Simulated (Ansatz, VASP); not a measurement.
## CoO in VASP and in Ansatz

File INCAR:

```
  PREC = Accurate
  ENCUT = 520
  EDIFF = 1E-8
  ISMEAR = -1
  SIGMA = 0.05
  LREAL = False
  LASPH = True
  NELM = 150
  ALGO = Normal
  ISIF = 2
  LWAVE = False
  LCHARG = False
  ISPIN = 2
  MAGMOM = 2 0
  LORBIT = 11
  LMAXMIX = 4
  GGA = PE
  LEFG = True
  NBANDS = 18
```

File KPOINTS:

```
Automatic mesh
0
Gamma
  16 16 16
```

File POSCAR:

```
CoO
1.0
    0.0000000000      2.1171941998      2.1171941998
    2.1171941998      0.0000000000      2.1171941998
    2.1171941998      2.1171941998      0.0000000000
Co O
1 1
Direct
    0.0000000000      0.0000000000      0.0000000000
    0.5000000000      0.5000000000      0.5000000000
```

Input for Ansatz:

```yaml
crystal:
  lattice:
    - [0.0, 2.1171941998, 2.1171941998]
    - [2.1171941998, 0.0, 2.1171941998]
    - [2.1171941998, 2.1171941998, 0.0]
  atoms:
    - { symbol: Co, position: [0.0, 0.0, 0.0], spin: 2.0 }
    - { symbol: O, position: [0.5, 0.5, 0.5] }
magnetization:
  spin_polarized: true
kpoints:
  mp_grid: { grid: [16, 16, 16] }
scf:
  occupations: { method: fermi_dirac, width: 0.05 }
hamiltonian:
  xc: pbe
  pseudopotentials: { kind: all_electron, datasets: crystal }
output:
  forces: true
  stress: true
  eigenvalues: true
  efg: { contact_densities: true }
```

Change from the starting cell: volume scaled by 0.98, crystal datasets.

Alike in both runs: task electric field gradients; functional PBE; k mesh 16 × 16 × 16; occupations fermi-dirac, width 0.05 eV; collinear spin.

```csv
,VASP,Ansatz
version,VASP 6.6.1,Ansatz 0.2.0
potentials or method,"VASP PAW PBE potentials, release 64 (Co, O), cutoff 520 eV","all-electron PAW with datasets made for the crystal, scalar-relativistic"
```

|  | VASP | Ansatz | Ansatz less VASP |
| --- | --- | --- | --- |
| pressure (GPa) | 0.9 | 1.5 | +0.65 |
| net moment per atom (μB) | 1.42 | 1.44 | +0.020 |
| size of the moment on the site where the two differ most (μB) | 2.51 | 2.46 | -0.051 |

Site moments also hang on the region over which each program counts them. Ansatz ran all-electron here, and VASP with PAW potentials.
